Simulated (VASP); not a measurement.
## Hf3C2: single point with PBE

Hf3C2:

```
Hf C
1.0
     8.37814    0.00000    0.00000
     0.00000    8.37814    0.00000
     0.00000    0.00000    8.37814
Hf C
6 4
Direct
  0.76520 0.50000 0.50000
  0.23480 0.50000 0.50000
  0.50000 0.76520 0.50000
  0.50000 0.23480 0.50000
  0.50000 0.50000 0.76520
  0.50000 0.50000 0.23480
  0.00000 0.50000 0.50000
  0.50000 0.00000 0.50000
  0.50000 0.50000 0.00000
  0.00000 0.00000 0.00000
```

The cell was built from a structure type or drawn by symmetry, and may not be a known phase.

```json
{"Program": "VASP 6.6.1", "Task": "single point", "Functional": "PBE", "Potentials or basis": "VASP PAW PBE potentials, release 64 (Hf_pv, C)", "Cutoff": "520 eV", "k mesh": "4 × 4 × 4", "Occupations": "gaussian, width 0.1 eV", "Spin": "no spin polarisation", "Dipole correction": "no", "Further INCAR settings": "ALGO = Normal; EDIFF = 1e-06; NBANDS = 49"}
```

- Pressure: 0.2 GPa
- Largest force: 0.016 eV/Å
- Band gap on the k mesh: zero (bands 38 and 39 overlap by 0.32 eV)

Forces in eV/Å, atoms in the order of the input:
```
Hf  -0.016  0.000  0.000
Hf   0.016  0.000  0.000
Hf   0.000 -0.016  0.000
Hf   0.000  0.016  0.000
Hf   0.000  0.000 -0.016
Hf   0.000  0.000  0.016
C    0.000  0.000  0.000
C    0.000  0.000  0.000
C    0.000  0.000  0.000
C    0.000  0.000  0.000
```

Levels at points of the mesh, in eV from the Fermi level:
| k point | band 34 | band 35 | band 36 | band 37 | band 38 | band 39 | band 40 | band 41 |
| --- | --- | --- | --- | --- | --- | --- | --- | --- |
| (0.00, 0.00, 0.00) | -0.47 | -0.47 | -0.47 | -0.27 | -0.27 | -0.27 | -0.10 | 0.01 |
| (0.50, 0.00, 0.00) | -0.49 | -0.49 | -0.26 | -0.13 | 0.00 | 0.00 | 0.02 | 0.04 |
| (0.50, 0.50, 0.00) | -0.69 | -0.55 | -0.19 | 0.04 | 0.04 | 0.06 | 0.12 | 0.13 |
| (0.50, 0.50, 0.50) | -0.69 | -0.69 | -0.20 | 0.00 | 0.00 | 0.00 | 0.19 | 0.19 |

It took 12 min on 1 thread of Intel(R) Xeon(R) 6975P-C (Granite Rapids) (shared host), peak memory 0.69 GiB.

Caveat: spin-orbit coupling is left out, which moves the levels of the heavy elements.
